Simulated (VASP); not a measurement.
**Ti: single point with PBE**

Crystal: Ti.

```
Ti
1.0
     4.57910    0.00000    0.00000
    -2.28955    3.96562    0.00000
     0.00000    0.00000    2.83176
Ti
3
Direct
  0.96709 0.00000 0.00000
  0.34979 0.66667 0.47457
  0.68312 0.33333 0.52543
```

This cell differs from its parent crystal: atoms displaced along a vibrational mode.

```
Program                : VASP 6.6.1
Task                   : single point
Functional             : PBE
Potentials or basis    : VASP PAW PBE potentials, release 64 (Ti_sv)
Cutoff                 : 500 eV
k mesh                 : 12 × 12 × 14
Occupations            : gaussian, width 0.15 eV
Spin                   : no spin polarisation
Dipole correction      : no
Further INCAR settings : ALGO = Normal; EDIFF = 1e-06; NBANDS = 25
```

```json
{
  "Pressure": "1.1 GPa",
  "Largest force": "0.865 eV/Å",
  "Band gap on the k mesh": "zero (bands 18 and 19 overlap by 0.32 eV)"
}
```

Forces on the atoms (eV/Å):
```
Ti   0.865  0.000  0.000
Ti  -0.432 -0.150  0.209
Ti  -0.432  0.150 -0.209
```

Stress tensor (GPa, compression positive):
```
 2.17  0.00  0.00
 0.00  0.96 -0.07
 0.00 -0.07  0.29
```

Levels at points of the mesh, in eV from the Fermi level:
```
           k point  band 15  band 16  band 17  band 18  band 19  band 20  band 21  band 22
(0.00, 0.00, 0.00)    -0.79    -0.77    -0.55    -0.53    -0.01     0.84     1.23     1.34
(0.50, 0.00, 0.00)    -2.58    -0.70    -0.50    -0.18     0.32     0.64     1.04     1.12
(0.00, 0.50, 0.00)    -2.61    -0.66    -0.38    -0.21     0.14     0.55     1.05     1.13
(0.00, 0.00, 0.50)    -2.06    -1.70    -1.53    -1.50     0.79     0.81     1.52     1.53
(0.50, 0.00, 0.50)    -1.69    -1.13    -0.76    -0.51     0.37     0.84     0.92     1.09
(0.00, 0.50, 0.50)    -1.68    -1.26    -0.75    -0.48     0.28     0.95     0.96     1.24
```

Wall time 4.5 min on 1 thread of Intel(R) Xeon(R) 6975P-C (Granite Rapids), on a shared host, peak memory 0.57 GiB.

Caveat: the cell differs from its parent crystal (atoms displaced along a vibrational mode).
